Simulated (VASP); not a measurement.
## CaO: single point with RPBE

Crystal: CaO.

```xyz
2
Lattice="0.0000 2.3974 2.3974 2.3974 0.0000 2.3974 2.3974 2.3974 0.0000" Properties=species:S:1:pos:R:3 pbc="T T T"
Ca    2.3974    2.3974    2.3974
O     0.0000    0.0000    0.0000
```

```
Program             : VASP 6.6.1
Task                : single point
Functional          : RPBE
Potentials or basis : VASP PAW PBE potentials, release 64 (Ca_sv, O)
Cutoff              : 520 eV
k mesh              : 8 × 8 × 8
Occupations         : tetrahedron
Spin                : no spin polarisation
```

```json
{
  "Pressure": "6.9 GPa",
  "Band gap on the k mesh": "3.74 eV, indirect (least direct gap 4.11 eV)"
}
```

Levels at points of the mesh, in eV from the valence-band top:
```tsv
k point	band 6	band 7	band 8	band 9	band 10	band 11
(0.00, 0.00, 0.00)	0.00	0.00	0.00	4.92	6.31	6.31
(0.50, 0.00, 0.00)	-2.61	-1.21	-1.21	7.15	8.42	8.42
(0.50, 0.50, 0.00)	-1.28	-0.37	-0.37	3.74	8.12	8.92
```

Run time: 14 s on 1 thread of AMD EPYC 7R13 Processor (Zen 3), with other jobs on the host, peak memory 0.13 GiB.

Caveat: the PAW data sets were made with another functional, which shifts forces and pressure a little. A hybrid or GW would open this gap; RPBE tends to underestimate it.
